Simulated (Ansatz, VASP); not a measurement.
Two plane-wave programs on GaC3

The input INCAR:

```
SYSTEM = GaC3
PREC = Accurate
ENCUT = 520
EDIFF = 1E-6
ISMEAR = -1
SIGMA = 0.15
LREAL = .False.
LASPH = .True.
NELM = 80
ALGO = Normal
ISIF = 2
LWAVE = .False.
LCHARG = .False.
GGA = PE
NBANDS = 20
```

KPOINTS

```
Automatic mesh
0
Gamma
  5 5 5
  0 0 0
```

Contents of POSCAR:

```
GaC3
1.0
    3.1973800000      0.0041300000      0.0384800000
    0.0041300000      3.3283500000     -0.0125200000
    0.0384800000     -0.0125200000      3.2736300000
Ga C
1 3
Direct
    0.9882600000      0.0068400000      0.0279200000
    0.0166200000      0.4955100000      0.5081400000
    0.5025100000      0.9911900000      0.5325000000
    0.5101400000      0.4944500000      0.9800900000
```

Input for Ansatz:

```yaml
crystal:
  lattice:
    - [3.19738, 0.00413, 0.03848]
    - [0.00413, 3.32835, -0.01252]
    - [0.03848, -0.01252, 3.27363]
  atoms:
    - { symbol: Ga, position: [0.98826, 0.00684, 0.02792] }
    - { symbol: C, position: [0.01662, 0.49551, 0.50814] }
    - { symbol: C, position: [0.50251, 0.99119, 0.5325] }
    - { symbol: C, position: [0.51014, 0.49445, 0.98009] }
basis:
  ecutwfc: 540.0
  xc_grid: 2
kpoints:
  mp_grid:
    grid: [5, 5, 5]
scf:
  convergence:
    dr2_threshold: 1.0e-09
  occupations:
    method: fermi_dirac
    width: 0.15
output:
  forces: true
  stress: true
```

Alike in both runs: task single point; functional PBE; k mesh 5 × 5 × 5; occupations fermi-dirac, width 0.15 eV; no spin polarisation.

|  | VASP | Ansatz |
| --- | --- | --- |
| version | VASP 6.6.1 | Ansatz 0.2.0 |
| potentials or method | VASP PAW PBE potentials, release 64 (Ga_d, C), cutoff 520 eV | plane waves, PAW |
| valence electrons in the cell | 25 | 25 |

VASP gave:

```
pressure (GPa)                                                : 10.9
traceless stress, the component that is largest in VASP (GPa) : 2.87
rms of the force components (eV/Å)                            : 0.592
```

Which values does Ansatz return?

Pressure (GPa): 10.4; traceless stress, the component that is largest in VASP (GPa): 2.87; rms of the force components (eV/Å): 0.592.

Atom by atom the forces differ by 0.003 eV/Å (rms over components). Ansatz's warnings: stress scf threshold loose.

The k mesh is coarse, so the values compare programs but aren't converged.
